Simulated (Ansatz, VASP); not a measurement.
## BeS in VASP and in Ansatz

```
CELL_PARAMETERS angstrom
2.41896 2.41896 0.00000
-2.41896 2.41896 0.00000
0.00000 2.41896 2.41896
ATOMIC_POSITIONS crystal
Be 0.00000 0.00000 0.00000
S 0.75000 0.25000 0.50000
```

Alike in both runs: functional PBEsol; k mesh 12 × 12 × 12; occupations fermi-dirac, width 0.1 eV; no spin polarisation.

Ansatz relaxed the structure, and its values are those at the end. VASP's run is a single point on that final structure, the one shown.

|  | VASP | Ansatz |
| --- | --- | --- |
| version | VASP 6.6.1 | Ansatz 0.2.0 |
| potentials or method | VASP PAW PBE potentials, release 64 (Be, S) | PAW with Ansatz's default frozen-core files, scalar-relativistic |
| plane-wave cutoff (eV) | 520 | 420 |
| valence electrons in the cell | 8 | 8 |

|  | VASP | Ansatz | Ansatz less VASP |
| --- | --- | --- | --- |
| pressure (GPa) | 0.2 | 0.0 | -0.16 |

VASP's potentials were made for PBE, not for PBEsol. The functional is the same, so the differences come from potentials, cutoffs and numerics.
